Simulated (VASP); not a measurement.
Input of a VASP 6.6.1 run:

File INCAR:

```
SYSTEM = Ge
PREC     = Accurate       ! precision mode
ENCUT    = 520            ! plane-wave cutoff, eV
EDIFF    = 1E-6           ! SCF threshold, eV
ISMEAR   = 0              ! smearing method
SIGMA    = 0.1            ! smearing width, eV
LREAL    = .FALSE.        ! projectors in reciprocal space
LASPH    = .TRUE.         ! aspherical terms in the spheres
NELM     = 100            ! most SCF steps
ALGO     = Normal         ! electronic algorithm
ISIF     = 2              ! what is computed and relaxed
LWAVE    = .FALSE.        ! write WAVECAR
LCHARG   = .FALSE.        ! write CHGCAR
GGA      = PE             ! functional
NBANDS   = 28             ! bands
```

The input KPOINTS:

```
regular mesh
0
G
  12 12 18
  0 0 0
```

POSCAR

```
Ge
1.0
    5.4320988120      0.0000000000      0.0000000000
   -2.7160494060      4.7043355671      0.0000000000
    0.0000000000      0.0000000000      2.6719738731
Ge
3
Direct
    0.5000000000      0.5000000000      0.0000000000
    0.5000000000      0.0000000000      0.0000000000
    0.0000000000      0.5000000000      0.0000000000
```

Potentials or basis: VASP PAW PBE potentials, release 64 (Ge_d).

Run with:

```console
$ cat potpaw_PBE.64/Ge_d/POTCAR > POTCAR
$ mpirun -np 1 vasp_std > vasp.out
```

Q: Estimate the band gap on the k mesh.

A: Zero (bands 21 and 22 overlap by 2.66 eV).

Q: What does it give for the pressure?

A: 0.1 GPa.
